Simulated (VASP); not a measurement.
Write the native input for VASP 6.6.1 that does the following.

```
Task                   : single point
Functional             : PBE
Potentials or basis    : VASP PAW PBE potentials, release 64 (Tl_d)
Cutoff                 : 520 eV
k mesh                 : 11 × 11 × 6
Occupations            : fermi-dirac, width 0.1 eV
Spin                   : no spin polarisation
Dipole correction      : no
Further INCAR settings : ALGO = Normal; EDIFF = 1e-06; NBANDS = 20
```

The structure of Tl lies in POSCAR:

```
Tl
1.0
    3.5902820628      0.0000000000      0.0000000000
   -1.7951410314      3.1092754731      0.0000000000
    0.0000000000      0.0000000000      5.6419406004
Tl
2
Direct
    0.3333333333      0.6666666667      0.2500000000
    0.6666666667      0.3333333333      0.7500000000
```

One way to write it, as run:

INCAR

```
  ALGO = Normal
  EDIFF = 1E-6
  ENCUT = 520
  GGA = PE
  ISIF = 2
  ISMEAR = -1
  LASPH = True
  LCHARG = False
  LREAL = False
  LWAVE = False
  NBANDS = 20
  NELM = 60
  PREC = Accurate
  SIGMA = 0.1
```

KPOINTS

```
k-points
0
Gamma
  11 11 6
```

Potentials or basis: VASP PAW PBE potentials, release 64 (Tl_d).

Command:

```console
$ cat potpaw_PBE.64/Tl_d/POTCAR > POTCAR
$ mpirun -np 1 vasp_std > vasp.out
```

It gave:

* Pressure: -0.1 GPa
* Band gap on the k mesh: zero (band 13 reaches 8.91 eV, above the bottom of band 14 at 3.77 eV)

Caveat: spin-orbit coupling is left out, which moves the levels of the heavy elements.

Wall time 21 s on 1 thread of Intel(R) Xeon(R) 6975P-C (Granite Rapids) (shared host), peak memory 0.21 GiB.
